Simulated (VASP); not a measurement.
Wanted: the native input for a VASP 6.6.1 run.

- Task: relaxation of cell and atoms
- Functional: r2SCAN
- Potentials or basis: VASP PAW PBE potentials, release 64 (Sn_d, Se)
- Cutoff: 600 eV
- k mesh: 6 × 6 × 4
- Occupations: fermi-dirac, width 0.02 eV
- Spin: no spin polarisation
- Dipole correction: no
- Further INCAR settings: ALGO = Normal; EDIFF = 1e-06; IBRION = 2; EDIFFG = -0.005; NSW = 80; ISIF = 3

SnSe:

```
Sn Se
1.0
     5.10493    0.00000    0.00000
    -2.55246    4.42100    0.00000
     0.00000    0.00000    6.21096
Sn Se
2 2
Direct
  0.33333 0.66667 0.95798
  0.66667 0.33333 0.45798
  0.33333 0.66667 0.41702
  0.66667 0.33333 0.91702
```

One way to write it, as run:

POSCAR

```
SnSe
1.0
    5.1049254509      0.0000000000      0.0000000000
   -2.5524627255      4.4209951249      0.0000000000
    0.0000000000      0.0000000000      6.2109593727
Sn Se
2 2
Direct
    0.3333333333      0.6666666667     -0.0420226581
    0.6666666667      0.3333333333      0.4579773419
    0.3333333333      0.6666666667      0.4170226581
    0.6666666667      0.3333333333      0.9170226581
```

INCAR.step1

```
PREC     = Accurate       # precision mode
ENCUT    = 600            # plane-wave cutoff, eV
ISMEAR   = -1             # smearing method
SIGMA    = 0.02           # smearing width, eV
LREAL    = False          # projectors in reciprocal space
LASPH    = True           # aspherical terms in the spheres
NELM     = 80             # most SCF steps
GGA      = PE             # functional
ALGO     = Normal         # electronic algorithm
EDIFF    = 1E-4           # SCF threshold, eV
LWAVE    = True           # write WAVECAR
LCHARG   = False          # write CHGCAR
```

INCAR.step2

```
PREC     = Accurate       # precision mode
ENCUT    = 600            # plane-wave cutoff, eV
EDIFF    = 1E-6           # SCF threshold, eV
ISMEAR   = -1             # smearing method
SIGMA    = 0.02           # smearing width, eV
LREAL    = False          # projectors in reciprocal space
LASPH    = True           # aspherical terms in the spheres
NELM     = 80             # most SCF steps
ALGO     = Normal         # electronic algorithm
ISIF     = 3              # what is computed and relaxed
LWAVE    = False          # write WAVECAR
LCHARG   = False          # write CHGCAR
METAGGA  = R2SCAN         # meta-GGA
LMIXTAU  = True         
IBRION   = 2              # ionic algorithm
NSW      = 80             # ionic steps
EDIFFG   = -0.005         # ionic threshold
ISTART   = 1
```

KPOINTS

```
Automatic mesh
0
Gamma
  6 6 4
```

Potentials or basis: VASP PAW PBE potentials, release 64 (Sn_d, Se).

Launch:

```console
$ cat potpaw_PBE.64/Sn_d/POTCAR potpaw_PBE.64/Se/POTCAR > POTCAR
$ cp INCAR.step1 INCAR
$ mpirun -np 1 vasp_std > vasp.out
$ cp INCAR.step2 INCAR
$ mpirun -np 1 vasp_std > vasp.out
```

Results of the run:

```
Relaxed volume                        : 34.44 Å³/atom
Relaxed cell                          : a = 5.076 Å, b = 5.076 Å, c = 6.172 Å, α = 90.00°, β = 90.00°, γ = 120.00°
Space group after relaxing (to 0.1 Å) : P6_3mc (No. 186)
Energy gained by relaxing             : 2.4 meV/atom
Ionic steps                           : 10
Pressure after relaxing               : 0.0 GPa
Band gap on the k mesh                : 1.00 eV (least direct gap 1.02 eV)
```

Caveat: the structure was generated, so it needn't be the stable form of SnSe; the PAW data sets were made with another functional, which shifts forces and pressure a little; spin-orbit coupling is left out, which moves the levels of the heavy elements.

Run time: 25 min on 1 thread of AMD EPYC 9R45 96-Core Processor (Zen 5), with other jobs on the host, peak memory 0.34 GiB.
